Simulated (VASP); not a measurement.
Write the native input for VASP 6.6.1 that does the following.

* Task: relaxation of cell and atoms
* Functional: PBE
* Potentials or basis: VASP PAW PBE potentials, release 64 (Si, B, Mo_sv)
* Cutoff: 600 eV
* k mesh: 12 × 12 × 6
* Occupations: gaussian, width 0.1 eV
* Spin: no spin polarisation
* Dipole correction: no
* Further INCAR settings: ALGO = Normal; EDIFF = 1e-07; IBRION = 2; EDIFFG = -0.01; NSW = 100; ISIF = 3

The structure of SiB4Mo lies in POSCAR:

```
SiB4Mo
1.0
    3.0383659973      0.0000000000      0.0000000000
    0.0000000000      3.0383659973      0.0000000000
    0.0000000000      0.0000000000      6.0346582931
Si B Mo
1 4 1
Direct
    0.5000000000      0.5000000000      0.5000000000
    0.0000000000      0.0000000000      0.6336673628
    0.5000000000      0.5000000000      0.1527081565
    0.5000000000      0.5000000000      0.8472918435
    0.0000000000      0.0000000000      0.3663326372
    0.0000000000      0.0000000000      0.0000000000
```

The cell was generated, and may not be a known phase.

One way to write it, as run:

INCAR

```
PREC = Accurate ; ENCUT = 600
EDIFF = 1E-7 ; ISMEAR = 0
SIGMA = 0.1 ; LREAL = False
LASPH = True ; NELM = 60
ALGO = Normal ; ISIF = 3
LWAVE = False ; LCHARG = False
GGA = PE ; IBRION = 2
NSW = 100 ; EDIFFG = -0.01
```

KPOINTS

```
Automatic mesh
0
Gamma
  12 12 6
```

Potentials or basis: VASP PAW PBE potentials, release 64 (Si, B, Mo_sv).

Run with:

```console
$ cat potpaw_PBE.64/Si/POTCAR potpaw_PBE.64/B/POTCAR potpaw_PBE.64/Mo_sv/POTCAR > POTCAR
$ mpirun -np 1 vasp_std > vasp.out
```

Results of the run:

| Item | Value |
| --- | --- |
| Relaxed volume | 9.31 Å³/atom |
| Relaxed cell | a = 3.049 Å, b = 3.049 Å, c = 6.009 Å, α = 90.00°, β = 90.00°, γ = 90.00° |
| Space group after relaxing (to 0.1 Å) | P4/mmm (No. 123) |
| Energy gained by relaxing | 0.6 meV/atom |
| Ionic steps | 6 |
| Pressure after relaxing | 0.0 GPa |
| Band gap on the k mesh | zero (bands 15 and 16 overlap by 3.48 eV) |

Wall time 2.8 min on 1 thread of Intel(R) Xeon(R) 6975P-C (Granite Rapids), on a shared host, peak memory 0.28 GiB.
